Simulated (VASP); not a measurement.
Write the native input for VASP 6.6.1 that does the following.

```yaml
Task: single point
Functional: PBE
Dispersion: D3(BJ)
Potentials_or_basis: VASP PAW PBE potentials, release 64 (C_h, O_h, H_h)
Cutoff: 910 eV
k_mesh: 1 × 1 × 1
Occupations: gaussian, width 0.005 eV
Spin: no spin polarisation
Dipole_correction: no
Further_INCAR_settings: ALGO = Normal; EDIFF = 1e-06; NBANDS = 20; ISYM = 0; NELMDL = -8
```

The structure of C2OH6 lies in POSCAR:

```
H6C2O
1.0
   15.0644904083      0.0000000000      0.0000000000
    0.0000000000     14.5000000000      0.0000000000
    0.0000000000      0.0000000000     15.0000000000
C O H
2 1 6
Direct
    0.5797643079      0.5163735307      0.4920677531
    0.4246712578      0.5107177099      0.4983587218
    0.4996005271      0.5309366652      0.4449336264
    0.5864321183      0.4437676130      0.5137023223
    0.5839532461      0.5609830516      0.5517416452
    0.6344822224      0.5333578706      0.4467800718
    0.4248261428      0.4379497345      0.5205344232
    0.3654835398      0.5232033531      0.4576001352
    0.4220952594      0.5552907593      0.5581656564
```

One way to write it, as run:

INCAR

```
SYSTEM = H6C2O
PREC     = Accurate       ! precision mode
ENCUT    = 910            ! plane-wave cutoff, eV
EDIFF    = 1E-6           ! SCF threshold, eV
ISMEAR   = 0              ! smearing method
SIGMA    = 0.005          ! smearing width, eV
LREAL    = .FALSE.        ! projectors in reciprocal space
LASPH    = .TRUE.         ! aspherical terms in the spheres
NELM     = 120            ! most SCF steps
ALGO     = Normal         ! electronic algorithm
ISIF     = 2              ! what is computed and relaxed
LWAVE    = .FALSE.        ! write WAVECAR
LCHARG   = .FALSE.        ! write CHGCAR
GGA      = PE             ! functional
IVDW     = 12             ! dispersion correction
NBANDS   = 20             ! bands
ISYM     = 0            
GGA_COMPAT= .FALSE.      
NELMDL   = -8
```

KPOINTS

```
regular mesh
0
G
  1 1 1
  0 0 0
```

Potentials or basis: VASP PAW PBE potentials, release 64 (C_h, O_h, H_h).

Command:

```console
$ cat potpaw_PBE.64/C_h/POTCAR potpaw_PBE.64/O_h/POTCAR potpaw_PBE.64/H_h/POTCAR > POTCAR
$ mpirun -np 1 vasp_gam > vasp.out
```

It gave:

```yaml
Largest_force: 0.020 eV/Å
Gap_between_the_frontier_levels: 5.33 eV
Dispersion_energy_per_atom: -0.013 eV
```

Run time: 17 min on 1 thread of AMD EPYC 7R43 64-Core Processor (Zen 3), on a shared host, peak memory 4.4 GiB.
